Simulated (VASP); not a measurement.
Here is a VASP 6.6.1 calculation.

File INCAR:

```
SYSTEM = AgI
  PREC = Accurate
  ENCUT = 500
  EDIFF = 1E-6
  ISMEAR = 0
  SIGMA = 0.01
  LREAL = .False.
  LASPH = .True.
  NELM = 120
  ALGO = Normal
  ISIF = 2
  LWAVE = .False.
  LCHARG = .False.
  GGA = PS
  NBANDS = 26
  GGA_COMPAT = .False.
```

Contents of KPOINTS:

```
Automatic mesh
0
Gamma
  6 6 2
  0 0 0.5
```

Contents of POSCAR:

```
AgI
1.0
    4.6508717364      0.0000000000      0.0000000000
   -2.3254358682      4.0277730735      0.0000000000
    0.0000000000      0.0000000000      7.5992966317
Ag I
2 2
Direct
    0.3333333333      0.6666666667      0.0000048555
    0.6666666667      0.3333333333      0.5000048555
    0.3333333333      0.6666666667      0.3749951445
    0.6666666667      0.3333333333      0.8749951445
```

Potentials or basis: VASP PAW PBE potentials, release 64 (Ag, I).

Launch:

```sh
$ cat potpaw_PBE.64/Ag/POTCAR potpaw_PBE.64/I/POTCAR > POTCAR
$ mpirun -np 1 vasp_std > vasp.out
```

Q: Estimate the pressure.

A: -1.7 GPa.

Q: What does it give for the band gap on the k mesh?

A: 2.00 eV.

Forces on the atoms (eV/Å):
```
Ag   0.000  0.000 -0.003
Ag   0.000  0.000 -0.003
I    0.000  0.000  0.003
I    0.000  0.000  0.003
```

Caveat: the PAW data sets were made with another functional, which shifts forces and pressure a little; spin-orbit coupling is left out, which moves the levels of the heavy elements; a shifted mesh leaves out Γ, where band edges can lie. A k mesh can miss the band edges.
